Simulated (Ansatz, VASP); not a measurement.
**One calculation of TePb, two programs**

```
Pb Te
1.0
     4.56932    0.00000    0.00000
     2.28466    3.95715    0.00000
     2.28466    1.31905    3.73084
Pb Te
1 1
Direct
  0.00000 0.00000 0.00000
  0.50000 0.50000 0.50000
```

Alike in both runs: task electric field gradients; functional PBEsol; k mesh 7 × 7 × 7; occupations methfessel-paxton of order 1, width 0.001 eV; no spin polarisation.

```csv
,VASP,Ansatz
version,VASP 6.6.1,Ansatz 0.2.0
potentials or method,"VASP PAW PBE potentials, release 64 (Pb_d, Te), cutoff 520 eV",all-electron PAW datasets made for the crystal
```

```csv
,VASP,Ansatz,Ansatz less VASP
pressure (GPa),-0.4,-0.4,+0.03
```

VASP's potentials were made for PBE, not for PBEsol. Ansatz ran all-electron here, and VASP with PAW potentials.

Neither program's run includes spin-orbit coupling.
